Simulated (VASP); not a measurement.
A run of VASP 6.6.1:

INCAR

```
SYSTEM = Y2As
  ALGO = Normal
  EDIFF = 1E-6
  EDIFFG = -0.04
  ENCUT = 600
  GGA = PE
  IBRION = 2
  ISIF = 3
  ISMEAR = 0
  LASPH = .TRUE.
  LCHARG = .FALSE.
  LREAL = .FALSE.
  LWAVE = .FALSE.
  NELM = 60
  NSW = 90
  PREC = Accurate
  SIGMA = 0.1
```

The input KPOINTS:

```
k-points
0
G
  4 4 4
  0 0 0
```

POSCAR

```
Y2As
1.0
    0.0000000000      3.3120405880      3.3120405880
    3.3120405880      0.0000000000      3.3120405880
    3.3120405880      3.3120405880      0.0000000000
Y As
2 1
Direct
    0.2500000000      0.2500000000      0.2500000000
    0.7500000000      0.7500000000      0.7500000000
    0.0000000000      0.0000000000      0.0000000000
```

Potentials or basis: VASP PAW PBE potentials, release 64 (Y_sv, As).

The run is started by

```bash
$ cat potpaw_PBE.64/Y_sv/POTCAR potpaw_PBE.64/As/POTCAR > POTCAR
$ mpirun -np 1 vasp_std > vasp.out
```

Hardware: 1 thread of AMD EPYC 7R13 (shared host).

Q: Estimate the wall time of this run.

A: It took 75 s on 1 thread of AMD EPYC 7R13 (shared host), peak memory 0.26 GiB. Counts: scf iterations 35, k points 8, ion steps 3.
